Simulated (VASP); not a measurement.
Here is a VASP 6.6.1 calculation.

The input INCAR:

```
PREC     = Accurate       # precision mode
ENCUT    = 520            # plane-wave cutoff, eV
EDIFF    = 1E-6           # SCF threshold, eV
ISMEAR   = -1             # smearing method
SIGMA    = 0.02           # smearing width, eV
LREAL    = False          # projectors in reciprocal space
LASPH    = True           # aspherical terms in the spheres
NELM     = 60             # most SCF steps
ALGO     = Normal         # electronic algorithm
ISIF     = 2              # what is computed and relaxed
LWAVE    = False          # write WAVECAR
LCHARG   = True           # write CHGCAR
GGA      = PE             # functional
LELF     = True           # ELF
LVHAR    = True         
NBANDS   = 21             # bands
```

The input KPOINTS:

```
Automatic mesh
0
Gamma
  12 12 4
```

Contents of POSCAR:

```
B3AsN2
1.0
    2.8477175361      0.0000000000      0.0000000000
   -1.4238587681      2.4661957291      0.0000000000
    0.0000000000      0.0000000000      7.1514901536
N As B
2 1 3
Direct
    0.0000000000      0.0000000000      0.0172985527
    0.3333333333      0.6666666667      0.3054653558
    0.6666666667      0.3333333333      0.6651742436
    0.3333333333      0.6666666667      0.0875544923
    0.6666666667      0.3333333333      0.3735937130
    0.0000000000      0.0000000000      0.8009136426
```

Potentials or basis: VASP PAW PBE potentials, release 64 (N, As, B).

The run is started by

```bash
$ cat potpaw_PBE.64/N/POTCAR potpaw_PBE.64/As/POTCAR potpaw_PBE.64/B/POTCAR > POTCAR
$ mpirun -np 1 vasp_std > vasp.out
```

**Question.** Estimate the pressure.

**Answer.** 0.8 GPa.

**Question.** Predict the largest force.

**Answer.** 0.131 eV/Å.

**Question.** Predict the band gap on the k mesh.

**Answer.** Zero (bands 12 and 13 overlap by 1.30 eV).

Stress tensor (GPa, compression positive):
```
0.77 0.00 0.00
0.00 0.77 0.00
0.00 0.00 0.93
```
